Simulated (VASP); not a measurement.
# BaF2 (Frankdicksonite) (Fm-3m) in VASP: single point with PBE

Aim: the single point of BaF2 (Frankdicksonite) with PBE.

Everything below comes from runs of VASP 6.6.1. Logs are shortened: lines on timing, memory, paths and dates and some standing lists are left out, and cuts for length are marked.

### 1 The cell of the first run

The structure is cubic, space group Fm-3m (No. 225). Conventional cell: a = 6.200 Å, b = 6.200 Å, c = 6.200 Å, α = 90.00°, β = 90.00°, γ = 90.00°. Within 3.5 Å of Ba (site symmetry m-3m) lie 8 F at 2.68 Å. F (site symmetry -43m) has 4 Ba at 2.68 Å and 6 F at 3.10 Å within 3.5 Å.

### 2 Single point, PBE

Input file INCAR:

```
SYSTEM = BaF2
  PREC = Accurate
  ENCUT = 600
  EDIFF = 1E-6
  ISMEAR = 0
  SIGMA = 0.01
  LREAL = .FALSE.
  LASPH = .TRUE.
  NELM = 120
  ALGO = Normal
  ISIF = 2
  LWAVE = .FALSE.
  LCHARG = .FALSE.
  GGA = PE
  NBANDS = 19
  GGA_COMPAT = .FALSE.
```

Input file KPOINTS:

```
Automatic mesh
0
G
  4 4 4
  0 0 0
```

Input file POSCAR:

```
BaF2
1.0
    0.0000000000      3.1000500000      3.1000500000
    3.1000500000      0.0000000000      3.1000500000
    3.1000500000      3.1000500000      0.0000000000
Ba F
1 2
Direct
    0.0000000000      0.0000000000      0.0000000000
    0.2500000000      0.2500000000      0.2500000000
    0.7500000000      0.7500000000      0.7500000000
```

Potentials or basis: VASP PAW PBE potentials, release 64 (Ba_sv, F).

Command:

```sh
cat potpaw_PBE.64/Ba_sv/POTCAR potpaw_PBE.64/F/POTCAR > POTCAR
mpirun -np 1 vasp_std > vasp.out
```

OUTCAR:

```text
SYSTEM = BaF2
   PREC = Accurate
   ENCUT = 600
   EDIFF = 1E-6
   ISMEAR = 0
   LREAL = .FALSE.
   LASPH = .TRUE.
   NELM = 120
   ISIF = 2
   GGA = PE

 ion  position               nearest neighbor table
   1  0.000  0.000  0.000-   3 2.68   3 2.68   2 2.68   3 2.68   2 2.68   2 2.68   3 2.68   2 2.68

   2  0.250  0.250  0.250-   1 2.68   1 2.68   1 2.68   1 2.68
   3  0.750  0.750  0.750-   1 2.68   1 2.68   1 2.68   1 2.68

  LATTYP: Found a face centered cubic cell.
 ALAT       =     6.2001000000

  Lattice vectors:

 A1 = (   0.0000000000,   3.1000500000,   3.1000500000)
 A2 = (   3.1000500000,   0.0000000000,   3.1000500000)
 A3 = (   3.1000500000,   3.1000500000,   0.0000000000)

Analysis of symmetry for initial positions (statically):
=====================================================================
 Subroutine PRICEL returns:
 Original cell was already a primitive cell.

 Routine SETGRP: Setting up the symmetry group for a
 face centered cubic supercell.

 Subroutine GETGRP returns: Found 48 space group operations
 (whereof 48 operations were pure point group operations)
 out of a pool of 48 trial point group operations.

The static configuration has the point symmetry O_h .

Analysis of symmetry for dynamics (positions and initial velocities):
=====================================================================
 Subroutine PRICEL returns:
 Original cell was already a primitive cell.

 Routine SETGRP: Setting up the symmetry group for a
 face centered cubic supercell.

 Subroutine GETGRP returns: Found 48 space group operations
 (whereof 48 operations were pure point group operations)
 out of a pool of 48 trial point group operations.

The dynamic configuration has the point symmetry O_h .

 Subroutine INISYM returns: Found 48 space group operations
 (whereof 48 operations are pure point group operations),
 and found     1 'primitive' translations

----------------------------------------------------------------------------------------

                                     Primitive cell

  volume of cell :      59.5849

  direct lattice vectors                    reciprocal lattice vectors
     0.000000000  3.100050000  3.100050000    -0.161287721  0.161287721  0.161287721
     3.100050000  0.000000000  3.100050000     0.161287721 -0.161287721  0.161287721
     3.100050000  3.100050000  0.000000000     0.161287721  0.161287721 -0.161287721

  length of vectors
     4.384132754  4.384132754  4.384132754     0.279358528  0.279358528  0.279358528

  position of ions in fractional coordinates (direct lattice)
     0.000000000  0.000000000  0.000000000
     0.250000000  0.250000000  0.250000000
     0.750000000  0.750000000  0.750000000

  ion indices of the primitive-cell ions
   primitive index   ion index
                 1           1
                 2           2
                 3           3

----------------------------------------------------------------------------------------

 KPOINTS: Automatic mesh

Automatic generation of k-mesh.
 Grid dimensions read from file:
 generate k-points for:    4    4    4

 Generating k-lattice:

  Cartesian coordinates                     Fractional coordinates (reciprocal lattice)
    -0.040321930  0.040321930  0.040321930     0.250000000  0.000000000  0.000000000
     0.040321930 -0.040321930  0.040321930     0.000000000  0.250000000  0.000000000
     0.040321930  0.040321930 -0.040321930     0.000000000  0.000000000  0.250000000

  Length of vectors
     0.069839632  0.069839632  0.069839632

  Shift w.r.t. Gamma in fractional coordinates (k-lattice)
     0.000000000  0.000000000  0.000000000

 Subroutine IBZKPT returns following result:
 ===========================================

 Found      8 irreducible k-points:

 Following reciprocal coordinates:
            Coordinates               Weight
  0.000000  0.000000  0.000000      1.000000
  0.250000  0.000000  0.000000      8.000000
  0.500000  0.000000  0.000000      4.000000
  0.250000  0.250000  0.000000      6.000000
  0.500000  0.250000  0.000000     24.000000
 -0.250000  0.250000  0.000000     12.000000
  0.500000  0.500000  0.000000      3.000000
 -0.250000  0.500000  0.250000      6.000000
   k-points           NKPTS =      8   k-points in BZ     NKDIM =      8   number of bands    NBANDS=     19
   number of dos      NEDOS =    301   number of ions     NIONS =      3
   total plane-waves  NPLWV =  46656
   dimension x,y,z NGX =    36 NGY =   36 NGZ =   36
   dimension x,y,z NGXF=    72 NGYF=   72 NGZF=   72
   ions per type =               1   2
   NGX,Y,Z   is equivalent  to a cutoff of  13.65, 13.65, 13.65 a.u.
   NGXF,Y,Z  is equivalent  to a cutoff of  27.30, 27.30, 27.30 a.u.
 SYSTEM =  BaF2
   PREC   = accura    normal or accurate (medium, high low for compatibility)
   ISTART =      0    job   : 0-new  1-cont  2-samecut
   ICHARG =      2    charge: 1-file 2-atom 10-const
   ISPIN  =      1    spin polarized calculation?
   LNONCOLLINEAR =      F non collinear calculations
   LSORBIT =      F    spin-orbit coupling
   LASPH  =      T    aspherical Exc in radial PAW
   ENCUT  =  600.0 eV  44.10 Ry    6.64 a.u.   8.76  8.76  8.76*2*pi/ulx,y,z
   NELM   =    120;   NELMIN=  2; NELMDL= -5     # of ELM steps
   EDIFF  = 0.1E-05   stopping-criterion for ELM
   LREAL  =      F    real-space projection
[... 7 lines left out ...]
   TEBEG  =    0.0;   TEEND  =   0.0 temperature during run
   PSTRESS=    0.0 pullay stress
   NELECT =      24.0000    total number of electrons
   NUPDOWN=      -1.0000    fix difference up-down
   EMIN   =  10.00;   EMAX   =-10.00  energy-range for DOS
   EFERMI =   0.00;   METHOD = LEGACY
   ISMEAR =     0;   SIGMA  =   0.01  broadening in eV -4-tet -1-fermi 0-gaus
   EFERMI_NEDOS =   21; number of points for ismear=-14 and -15
   IALGO  =     38    algorithm
   IMIX   =      4    mixing-type and parameters
     AMIX     =   0.40;   BMIX     =  1.00
     AMIX_MAG =   1.60;   BMIX_MAG =  1.00
  volume/ion in A,a.u.               =      19.86       134.03
  Fermi-wavevector in a.u.,A,eV,Ry     =   1.209019  2.284715 19.888011  1.461728
  Thomas-Fermi vector in A             =   2.344609
   LORBIT       =      0    0 simple, 1 ext, 2 COOP (PROOUT), +10 PAW based schemes
   GGA     = PE    functional components
   LHFCALC =     F    Hartree Fock is set to
   AEXX    =    0.0000 exact exchange contribution
   IVDW    =     0    specifies the selected vdW correction
   LEPSILON=     F    determine dielectric tensor
   LRPA    =     F    only Hartree local field effects (RPA)
 non-spin polarized calculation
 Gauss-broadening in eV      SIGMA  =   0.01
  energy-cutoff  :      600.00
  volume of cell :       59.58
 maximum number of plane-waves:      2012
   NGX = 17   NGY = 17   NGZ = 17

 number of electron      24.0000002 magnetization

 Free energy of the ion-electron system (eV)
  ---------------------------------------------------
  ext. energy  EPLUGINS =         0.00000000
  ---------------------------------------------------
  free energy    TOTEN  =       -17.11259210 eV

  energy without entropy =      -17.11259210  energy(sigma->0) =      -17.11259210

 E-fermi :  -1.9932     XC(G=0):  -8.7007

 val. band max:       -2.0723952519   @ k =  -0.2500   0.2500   0.0000
 cond. band min:       4.6916007207   @ k =   0.0000   0.0000   0.0000
 fundamental gap:      6.7639959726
 Fermi energy:        -1.9931929083

 k-point     1 :       0.0000    0.0000    0.0000
  band No.  band energies     occupation
      1     -25.1716      2.00000
      2     -21.0053      2.00000
      3     -20.9569      2.00000
      4     -10.0091      2.00000
      5     -10.0091      2.00000
      6     -10.0091      2.00000
[... 11 lines left out ...]
     18       9.3134      0.00000
     19      13.3726      0.00000

 k-point     2 :       0.2500    0.0000    0.0000
  band No.  band energies     occupation
      1     -25.0691      2.00000
      2     -21.1007      2.00000
      3     -21.0413      2.00000
      4     -10.0984      2.00000
      5     -10.0903      2.00000
      6     -10.0903      2.00000
[... 11 lines left out ...]
     18       9.3770      0.00000
     19      11.6902      0.00000

 k-point     3 :       0.5000    0.0000    0.0000
  band No.  band energies     occupation
      1     -24.9586      2.00000
      2     -21.2479      2.00000
      3     -21.0828      2.00000
      4     -10.1705      2.00000
      5     -10.1673      2.00000
      6     -10.1673      2.00000
[... 11 lines left out ...]
     18       9.5038      0.00000
     19      11.8248      0.00000

 k-point     4 :       0.2500    0.2500    0.0000
  band No.  band energies     occupation
      1     -25.0341      2.00000
      2     -21.1335      2.00000
      3     -21.0680      2.00000
      4     -10.2124      2.00000
      5     -10.2124      2.00000
      6      -9.9343      2.00000
[... 11 lines left out ...]
     18       9.5386      0.00000
     19      13.4055      0.00000

 k-point     5 :       0.5000    0.2500    0.0000
  band No.  band energies     occupation
      1     -24.9220      2.00000
      2     -21.2448      2.00000
      3     -21.1465      2.00000
      4     -10.2908      2.00000
      5     -10.2868      2.00000
      6     -10.0083      2.00000
[... 11 lines left out ...]
     18      10.5266      0.00000
     19      11.8800      0.00000

 k-point     6 :      -0.2500    0.2500    0.0000
  band No.  band energies     occupation
      1     -24.9599      2.00000
      2     -21.1798      2.00000
      3     -21.1489      2.00000
      4     -10.1854      2.00000
      5     -10.1699      2.00000
      6     -10.1594      2.00000
[... 11 lines left out ...]
     18      10.2430      0.00000
     19      12.1660      0.00000

 k-point     7 :       0.5000    0.5000    0.0000
  band No.  band energies     occupation
      1     -24.8836      2.00000
      2     -21.3227      2.00000
      3     -21.1293      2.00000
      4     -10.3995      2.00000
      5     -10.3995      2.00000
      6      -9.8487      2.00000
[... 11 lines left out ...]
     18      10.8308      0.00000
     19      12.8153      0.00000

 k-point     8 :      -0.2500    0.5000    0.2500
  band No.  band energies     occupation
      1     -24.8834      2.00000
      2     -21.2278      2.00000
      3     -21.2278      2.00000
      4     -10.4159      2.00000
      5     -10.1230      2.00000
      6     -10.1230      2.00000
[... 11 lines left out ...]
     18      12.6122      0.00000
     19      12.9095      0.00000

------------------------ aborting loop because EDIFF is reached ----------------------------------------

  FORCE on cell =-STRESS in cart. coord.  units (eV):
  Direction    XX          YY          ZZ          XY          YZ          ZX
  --------------------------------------------------------------------------------------
  -------------------------------------------------------------------------------------
  Total        0.8470617      0.8470617      0.8470617     -0.0000000     -0.0000000      0.0000000
  in kB       22.7766325     22.7766325     22.7766325     -0.0000000     -0.0000000      0.0000000
  external PRESSURE =      22.7766325 kB  Pullay stress =       0.0000000 kB

 VOLUME and BASIS-vectors are now :
 -----------------------------------------------------------------------------
  energy-cutoff  :      600.00
  volume of cell :       59.58
      direct lattice vectors                 reciprocal lattice vectors
     0.000000000  3.100050000  3.100050000    -0.161287721  0.161287721  0.161287721
     3.100050000  0.000000000  3.100050000     0.161287721 -0.161287721  0.161287721
     3.100050000  3.100050000  0.000000000     0.161287721  0.161287721 -0.161287721

 POSITION                                       TOTAL-FORCE (eV/Angst)
 -----------------------------------------------------------------------------------
      0.00000      0.00000      0.00000         0.000000      0.000000      0.000000
      1.55002      1.55002      1.55002         0.000000      0.000000      0.000000
      4.65008      4.65008      4.65008        -0.000000     -0.000000     -0.000000
 -----------------------------------------------------------------------------------
    total drift:                                0.000000      0.000000      0.000000

  FREE ENERGIE OF THE ION-ELECTRON SYSTEM (eV)
  ---------------------------------------------------
  free  energy   TOTEN  =       -17.1125920963 eV

  energy  without entropy=      -17.1125920963  energy(sigma->0) =      -17.11259210
```

Wall time 14 s (1 thread of AMD EPYC 7R13, shared host); peak memory 0.2 GiB.

Results:

| Property | Result |
| --- | --- |
| Free energy | -17.1126 eV |
| Pressure | 2.3 GPa |
| Band gap on the k mesh | 6.76 eV, indirect (least direct gap 6.84 eV) |

Caveat: the k points lie up to 0.44 Å⁻¹ apart; spin-orbit coupling is left out, which moves the levels of the heavy elements. A k mesh can miss the band edges.
